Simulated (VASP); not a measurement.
**Lu2Si3P: single point with PBE**

The system is Lu2Si3P.

```
Lu Si P
1.0
     5.22131    0.00000    0.00000
    -2.61065    4.52178    0.00000
     0.00000    0.00000    4.99205
Lu Si P
2 3 1
Direct
  0.66667 0.33333 0.00000
  0.33333 0.66667 0.00000
  0.00000 0.50000 0.50000
  0.50000 0.50000 0.50000
  0.50000 0.00000 0.50000
  0.00000 0.00000 0.00000
```

The cell was generated, and may not be a known phase.

* Program: VASP 6.6.1
* Task: single point
* Functional: PBE
* Potentials or basis: VASP PAW PBE potentials, release 64 (Lu, Si, P)
* Cutoff: 520 eV
* k mesh: 12 × 12 × 8
* Occupations: gaussian, width 0.1 eV
* Spin: no spin polarisation
* Dipole correction: no
* Further INCAR settings: ALGO = Normal; EDIFF = 1e-06; NBANDS = 42

| Item | Value |
| --- | --- |
| Pressure | 0.3 GPa |
| Band gap on the k mesh | zero (an odd number of electrons rules out a gap without spin polarisation) |

Stress tensor (GPa, compression positive):
```
0.22 0.00 0.00
0.00 0.22 0.00
0.00 0.00 0.35
```

Levels at points of the mesh, in eV from the Fermi level:
| k point | band 31 | band 32 | band 33 | band 34 | band 35 | band 36 | band 37 | band 38 |
| --- | --- | --- | --- | --- | --- | --- | --- | --- |
| (0.00, 0.00, 0.00) | -1.17 | -1.17 | -0.50 | -0.50 | 0.09 | 0.70 | 2.33 | 2.33 |
| (0.50, 0.00, 0.00) | -2.05 | -1.69 | -0.46 | 0.39 | 1.00 | 1.43 | 1.47 | 3.37 |
| (0.00, 0.00, 0.50) | -2.48 | -2.48 | -1.35 | 0.00 | 0.00 | 0.88 | 1.26 | 4.12 |
| (0.50, 0.00, 0.50) | -0.99 | -0.03 | 0.15 | 0.37 | 0.72 | 0.98 | 1.89 | 2.01 |

It took 7.8 min on 1 thread of Intel(R) Xeon(R) Platinum 8259CL CPU @ 2.50GHz (Skylake/Cascade Lake), on a shared host, peak memory 0.54 GiB.

Caveat: spin-orbit coupling is left out, which moves the levels of the heavy elements.
